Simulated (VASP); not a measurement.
Here is a VASP 6.6.1 calculation.

The input INCAR:

```
SYSTEM = GaP
  PREC = Accurate
  ENCUT = 500
  EDIFF = 1E-6
  ISMEAR = 0
  SIGMA = 0.01
  LREAL = .False.
  LASPH = .True.
  NELM = 120
  ALGO = Normal
  ISIF = 2
  LWAVE = .False.
  LCHARG = .False.
  GGA = PS
  NBANDS = 16
  GGA_COMPAT = .False.
```

Contents of KPOINTS:

```
Automatic mesh
0
Gamma
  6 6 6
  0 0 0
```

Contents of POSCAR:

```
GaP
1.0
    0.0000000000      2.7254102088      2.7254102088
    2.7254102088      0.0000000000      2.7254102088
    2.7254102088      2.7254102088      0.0000000000
Ga P
1 1
Direct
    0.0000000000      0.0000000000      0.0000000000
    0.2500000000      0.2500000000      0.2500000000
```

Potentials or basis: VASP PAW PBE potentials, release 64 (Ga_d, P).

Launch:

```bash
$ cat potpaw_PBE.64/Ga_d/POTCAR potpaw_PBE.64/P/POTCAR > POTCAR
$ mpirun -np 1 vasp_std > vasp.out
```

Predict the band gap on the k mesh.

1.51 eV, indirect (least direct gap 1.75 eV).

Predict the pressure.

-0.6 GPa.

Caveat: the PAW data sets were made with another functional, which shifts forces and pressure a little.

**The experiment to reproduce.**

“Stacking defects in GaP nanowires: Electronic structure and optical properties”, 2018, arxiv:1810.01194 quotes, for a bulk crystal of GaP at 10 K: band gap 2.34 eV (indirect).

Against the measured gap of GaP, 2.34 eV (indirect; 10 K; quoted in “Stacking defects in GaP nanowires: Electronic structure and optical properties”, 2018, arxiv:1810.01194), the calculated 1.51 eV is off by -0.83 eV. Spin-orbit coupling on Ga is left out. The value is that of PBEsol on a finite k mesh, which can miss the band edges, without temperature or zero-point motion. Semilocal functionals fall short of measured gaps as a rule.
